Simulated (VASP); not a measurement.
# Al2O3 (R-3c) in VASP: single point with PBE

Aim: the single point of Al2O3 with PBE.

Everything below comes from runs of VASP 6.6.1. Logs are shortened: lines on timing, memory, paths and dates and some standing lists are left out, and cuts for length are marked.

## (1) The cell of the first run

Symmetry: R-3c, No. 167, trigonal system. Conventional cell: a = 4.805 Å, b = 4.805 Å, c = 13.116 Å, α = 90.00°, β = 90.00°, γ = 120.00°. Within 2.5 Å of Al (site symmetry 3) lie 6 O at 1.87 to 1.99 Å. Within 2.9 Å of O (site symmetry 2) lie 4 Al at 1.87 to 1.99 Å and 12 O at 2.55 to 2.89 Å.

## (2) Single point, PBE

File INCAR:

```
PREC     = Accurate       # precision mode
ENCUT    = 520            # plane-wave cutoff, eV
EDIFF    = 1E-6           # SCF threshold, eV
ISMEAR   = 0              # smearing method
SIGMA    = 0.1            # smearing width, eV
LREAL    = F              # projectors in reciprocal space
LASPH    = T              # aspherical terms in the spheres
NELM     = 100            # most SCF steps
ALGO     = Normal         # electronic algorithm
ISIF     = 2              # what is computed and relaxed
LWAVE    = F              # write WAVECAR
LCHARG   = F              # write CHGCAR
GGA      = PE             # functional
NBANDS   = 35             # bands
```

File KPOINTS:

```
regular mesh
0
Gamma
  6 6 6
```

File POSCAR:

```
Al2O3
1.0
    2.4025136104      1.3870918797      4.3720844159
   -2.4025136104      1.3870918797      4.3720844159
    0.0000000000     -2.7741837594      4.3720844159
Al O
4 6
Direct
    0.1479040000      0.1479040000      0.1479040000
    0.3520960000      0.3520960000      0.3520960000
    0.6479040000      0.6479040000      0.6479040000
    0.8520960000      0.8520960000      0.8520960000
    0.9438545000      0.5561455000      0.2500000000
    0.4438545000      0.7500000000      0.0561455000
    0.5561455000      0.2500000000      0.9438545000
    0.2500000000      0.9438545000      0.5561455000
    0.7500000000      0.0561455000      0.4438545000
    0.0561455000      0.4438545000      0.7500000000
```

Potentials or basis: VASP PAW PBE potentials, release 64 (Al, O).

Launch:

```sh
cat potpaw_PBE.64/Al/POTCAR potpaw_PBE.64/O/POTCAR > POTCAR
mpirun -np 1 vasp_std > vasp.out
```

OUTCAR:

```text
PREC = Accurate
   ENCUT = 520
   EDIFF = 1E-6
   ISMEAR = 0
   LREAL = F
   LASPH = T
   NELM = 100
   ISIF = 2
   GGA = PE

 ion  position               nearest neighbor table
   1  0.148  0.148  0.148-   6 1.87  10 1.87   9 1.87   5 1.99   7 1.99   8 1.99   2 2.68   4 2.82
                             4 2.82   4 2.82   2 3.25   2 3.25   2 3.25
   2  0.352  0.352  0.352-   9 1.87  10 1.87   6 1.87   5 1.99   8 1.99   7 1.99   1 2.68   3 2.82
                             3 2.82   3 2.82   1 3.25   1 3.25   1 3.25
   3  0.648  0.648  0.648-   8 1.87   5 1.87   7 1.87  10 1.99   9 1.99   6 1.99   4 2.68   2 2.82
                             2 2.82   2 2.82   4 3.25   4 3.25   4 3.25
   4  0.852  0.852  0.852-   7 1.87   5 1.87   8 1.87  10 1.99   6 1.99   9 1.99   3 2.68   1 2.82
                             1 2.82   1 2.82   3 3.25   3 3.25   3 3.25
   5  0.944  0.556  0.250-   3 1.87   4 1.87   1 1.99   2 1.99
   6  0.444  0.750  0.056-   1 1.87   2 1.87   4 1.99   3 1.99
   7  0.556  0.250  0.944-   4 1.87   3 1.87   1 1.99   2 1.99
   8  0.250  0.944  0.556-   3 1.87   4 1.87   2 1.99   1 1.99
   9  0.750  0.056  0.444-   2 1.87   1 1.87   3 1.99   4 1.99
  10  0.056  0.444  0.750-   1 1.87   2 1.87   3 1.99   4 1.99

  LATTYP: Found a trigonal (rhomboedric) cell.
 ALAT       =     5.1779549699
 COS(alpha) =     0.5694286086

  Lattice vectors:

 A1 = (   2.4025136104,   1.3870918797,   4.3720844159)
 A2 = (  -2.4025136104,   1.3870918797,   4.3720844159)
 A3 = (   0.0000000000,  -2.7741837594,   4.3720844159)

Analysis of symmetry for initial positions (statically):
=====================================================================
 Subroutine PRICEL returns:
 Original cell was already a primitive cell.

 Routine SETGRP: Setting up the symmetry group for a
 trigonal (rhombohedral) supercell.

 Subroutine GETGRP returns: Found 12 space group operations
 (whereof  6 operations were pure point group operations)
 out of a pool of 12 trial point group operations.

The static configuration has the point symmetry S_6 .
 The point group associated with its full space group is D_3d.

Analysis of symmetry for dynamics (positions and initial velocities):
=====================================================================
 Subroutine PRICEL returns:
 Original cell was already a primitive cell.

 Routine SETGRP: Setting up the symmetry group for a
 trigonal (rhombohedral) supercell.

 Subroutine GETGRP returns: Found 12 space group operations
 (whereof  6 operations were pure point group operations)
 out of a pool of 12 trial point group operations.

The dynamic configuration has the point symmetry S_6 .
 The point group associated with its full space group is D_3d.

 Subroutine INISYM returns: Found 12 space group operations
 (whereof  6 operations are pure point group operations),
 and found     1 'primitive' translations

----------------------------------------------------------------------------------------

                                     Primitive cell

  volume of cell :      87.4200

  direct lattice vectors                    reciprocal lattice vectors
     2.402513610  1.387091880  4.372084416     0.208115366  0.120155463  0.076241285
    -2.402513610  1.387091880  4.372084416    -0.208115366  0.120155463  0.076241285
     0.000000000 -2.774183759  4.372084416     0.000000000 -0.240310925  0.076241285

  length of vectors
     5.177954970  5.177954970  5.177954970     0.252115201  0.252115201  0.252115201

  position of ions in fractional coordinates (direct lattice)
     0.147904000  0.147904000  0.147904000
     0.352096000  0.352096000  0.352096000
     0.647904000  0.647904000  0.647904000
     0.852096000  0.852096000  0.852096000
     0.943854500  0.556145500  0.250000000
     0.443854500  0.750000000  0.056145500
     0.556145500  0.250000000  0.943854500
     0.250000000  0.943854500  0.556145500
     0.750000000  0.056145500  0.443854500
     0.056145500  0.443854500  0.750000000

  ion indices of the primitive-cell ions
   primitive index   ion index
                 1           1
                 2           2
                 3           3
                 4           4
                 5           5
                 6           6
                 7           7
                 8           8
                 9           9
                10          10

----------------------------------------------------------------------------------------

 KPOINTS: regular mesh

Automatic generation of k-mesh.
 Grid dimensions read from file:
 generate k-points for:    6    6    6

 Generating k-lattice:

  Cartesian coordinates                     Fractional coordinates (reciprocal lattice)
     0.034685894  0.020025910  0.012706881     0.166666667 -0.000000000  0.000000000
    -0.034685894  0.020025910  0.012706881    -0.000000000  0.166666667  0.000000000
     0.000000000 -0.040051821  0.012706881     0.000000000  0.000000000  0.166666667

  Length of vectors
     0.042019200  0.042019200  0.042019200

  Shift w.r.t. Gamma in fractional coordinates (k-lattice)
     0.000000000  0.000000000  0.000000000

 Subroutine IBZKPT returns following result:
 ===========================================

 Found     32 irreducible k-points:

 Following reciprocal coordinates:
            Coordinates               Weight
  0.000000  0.000000  0.000000      1.000000
  0.166667  0.000000 -0.000000      6.000000
  0.333333 -0.000000 -0.000000      6.000000
  0.500000  0.000000  0.000000      3.000000
  0.166667  0.166667 -0.000000      6.000000
  0.333333  0.166667  0.000000     12.000000
[... 16 lines left out ...]
  0.500000  0.500000  0.166667      6.000000
 -0.333333  0.500000  0.166667     12.000000
 [... further k-points ...]
   k-points           NKPTS =     32   k-points in BZ     NKDIM =     32   number of bands    NBANDS=     35
   number of dos      NEDOS =    301   number of ions     NIONS =     10
   total plane-waves  NPLWV =  64000
   dimension x,y,z NGX =    40 NGY =   40 NGZ =   40
   dimension x,y,z NGXF=    80 NGYF=   80 NGZF=   80
   ions per type =               4   6
   NGX,Y,Z   is equivalent  to a cutoff of  12.84, 12.84, 12.84 a.u.
   NGXF,Y,Z  is equivalent  to a cutoff of  25.69, 25.69, 25.69 a.u.
 SYSTEM =  unknown system
   PREC   = accura    normal or accurate (medium, high low for compatibility)
   ISTART =      0    job   : 0-new  1-cont  2-samecut
   ICHARG =      2    charge: 1-file 2-atom 10-const
   ISPIN  =      1    spin polarized calculation?
   LNONCOLLINEAR =      F non collinear calculations
   LSORBIT =      F    spin-orbit coupling
   LASPH  =      T    aspherical Exc in radial PAW
   ENCUT  =  520.0 eV  38.22 Ry    6.18 a.u.   9.63  9.63  9.63*2*pi/ulx,y,z
   NELM   =    100;   NELMIN=  2; NELMDL= -5     # of ELM steps
   EDIFF  = 0.1E-05   stopping-criterion for ELM
   LREAL  =      F    real-space projection
[... 7 lines left out ...]
   TEBEG  =    0.0;   TEEND  =   0.0 temperature during run
   PSTRESS=    0.0 pullay stress
   NELECT =      48.0000    total number of electrons
   NUPDOWN=      -1.0000    fix difference up-down
   EMIN   =  10.00;   EMAX   =-10.00  energy-range for DOS
   EFERMI =   0.00;   METHOD = LEGACY
   ISMEAR =     0;   SIGMA  =   0.10  broadening in eV -4-tet -1-fermi 0-gaus
   EFERMI_NEDOS =   21; number of points for ismear=-14 and -15
   IALGO  =     38    algorithm
   IMIX   =      4    mixing-type and parameters
     AMIX     =   0.40;   BMIX     =  1.00
     AMIX_MAG =   1.60;   BMIX_MAG =  1.00
  volume/ion in A,a.u.               =       8.74        58.99
  Fermi-wavevector in a.u.,A,eV,Ry     =   1.340556  2.533283 24.450898  1.797090
  Thomas-Fermi vector in A             =   2.468859
   LORBIT       =      0    0 simple, 1 ext, 2 COOP (PROOUT), +10 PAW based schemes
   GGA     = PE    functional components
   LHFCALC =     F    Hartree Fock is set to
   AEXX    =    0.0000 exact exchange contribution
   IVDW    =     0    specifies the selected vdW correction
   LEPSILON=     F    determine dielectric tensor
   LRPA    =     F    only Hartree local field effects (RPA)
 non-spin polarized calculation
 Gauss-broadening in eV      SIGMA  =   0.10
  energy-cutoff  :      520.00
  volume of cell :       87.42
 maximum number of plane-waves:      2370
 NGX is ok and might be reduce to    40
   NGX = 19   NGY = 19   NGZ = 19

 number of electron      48.0000009 magnetization

 Free energy of the ion-electron system (eV)
  ---------------------------------------------------
  ext. energy  EPLUGINS =         0.00000000
  ---------------------------------------------------
  free energy    TOTEN  =       -74.81181256 eV

  energy without entropy =      -74.81181256  energy(sigma->0) =      -74.81181256

 E-fermi :   6.3119     XC(G=0): -11.5482

 val. band max:        5.8203484967   @ k =   0.0000   0.0000   0.0000
 cond. band min:      11.6964405052   @ k =   0.0000   0.0000   0.0000
 fundamental gap:      5.8760920086
 Fermi energy:         6.3119340063

 k-point     1 :       0.0000    0.0000    0.0000
  band No.  band energies     occupation
      1     -13.2070      2.00000
      2     -10.9795      2.00000
      3     -10.7140      2.00000
      4     -10.7140      2.00000
      5     -10.4063      2.00000
      6     -10.4063      2.00000
[... 27 lines left out ...]
     34      19.0012      0.00000
     35      20.1902      0.00000

 k-point     2 :       0.1667    0.0000   -0.0000
  band No.  band energies     occupation
      1     -13.0690      2.00000
      2     -11.0492      2.00000
      3     -10.7901      2.00000
      4     -10.7397      2.00000
      5     -10.4718      2.00000
      6     -10.4167      2.00000
[... 27 lines left out ...]
     34      18.5519      0.00000
     35      19.9726      0.00000
[... 796 lines left out ...]
     34      19.0366      0.00000
     35      19.2885      0.00000

 k-point    24 :      -0.3333    0.5000    0.1667
  band No.  band energies     occupation
      1     -11.9556      2.00000
      2     -11.5979      2.00000
      3     -11.3548      2.00000
      4     -11.1455      2.00000
      5     -10.5867      2.00000
      6     -10.3883      2.00000
[... 27 lines left out ...]
     34      19.0415      0.00000
     35      19.1484      0.00000

 [... further k-points ...]
[... 5 lines left out ...]
  --------------------------------------------------------------------------------------
  -------------------------------------------------------------------------------------
  Total        0.2095055      0.2095055      0.1487873      0.0000000      0.0000000      0.0000000
  in kB        3.8396804      3.8396804      2.7268777      0.0000000      0.0000000      0.0000000
  external PRESSURE =       3.4687462 kB  Pullay stress =       0.0000000 kB

 VOLUME and BASIS-vectors are now :
 -----------------------------------------------------------------------------
  energy-cutoff  :      520.00
  volume of cell :       87.42
      direct lattice vectors                 reciprocal lattice vectors
     2.402513610  1.387091880  4.372084416     0.208115366  0.120155463  0.076241285
    -2.402513610  1.387091880  4.372084416    -0.208115366  0.120155463  0.076241285
     0.000000000 -2.774183759  4.372084416     0.000000000 -0.240310925  0.076241285

 POSITION                                       TOTAL-FORCE (eV/Angst)
 -----------------------------------------------------------------------------------
      0.00000      0.00000      1.93995         0.000000     -0.000000     -0.012715
      0.00000      0.00000      4.61818         0.000000      0.000000      0.012715
      0.00000      0.00000      8.49807         0.000000     -0.000000     -0.012715
      0.00000      0.00000     11.17631         0.000000      0.000000      0.012715
      0.93148      1.38709      7.65115        -0.006451      0.000000      0.000000
     -0.73552      1.50023      5.46511        -0.003226     -0.005587     -0.000000
      0.73552     -1.50023      7.65115         0.003226      0.005587     -0.000000
     -1.66699      0.11314      7.65115         0.003226     -0.005587     -0.000000
      1.66699     -0.11314      5.46511        -0.003226      0.005587     -0.000000
     -0.93148     -1.38709      5.46511         0.006451      0.000000      0.000000
 -----------------------------------------------------------------------------------
    total drift:                                0.000000      0.000000     -0.000000

  FREE ENERGIE OF THE ION-ELECTRON SYSTEM (eV)
  ---------------------------------------------------
  free  energy   TOTEN  =       -74.8118125640 eV

  energy  without entropy=      -74.8118125640  energy(sigma->0) =      -74.81181256
```

Wall time 1.8 min (1 thread of AMD EPYC 7R13, shared host); peak memory 0.23 GiB.

What came out:

```yaml
Free_energy: -74.8118 eV
Pressure: 0.3 GPa
Largest_force: 0.013 eV/Å
Band_gap_on_the_k_mesh: 5.88 eV
```

Forces on the atoms (eV/Å):
```
Al   0.000  0.000 -0.013
Al   0.000  0.000  0.013
Al   0.000  0.000 -0.013
Al   0.000  0.000  0.013
O   -0.006  0.000  0.000
O   -0.003 -0.006  0.000
O    0.003  0.006  0.000
O    0.003 -0.006  0.000
O   -0.003  0.006  0.000
O    0.006  0.000  0.000
```

Stress tensor (GPa, compression positive):
```
0.38 0.00 0.00
0.00 0.38 0.00
0.00 0.00 0.27
```

Levels at points of the mesh, in eV from the valence-band top:
```tsv
k point	band 22	band 23	band 24	band 25	band 26	band 27
(0.00, 0.00, 0.00)	-0.03	-0.03	0.00	5.88	8.92	10.39
(0.50, 0.00, 0.00)	-0.86	-0.25	-0.25	9.16	9.16	9.37
(0.50, 0.50, 0.00)	-0.87	-0.70	-0.23	9.38	9.50	9.64
(0.50, 0.50, 0.50)	-0.35	-0.35	-0.35	8.38	8.38	10.87
```
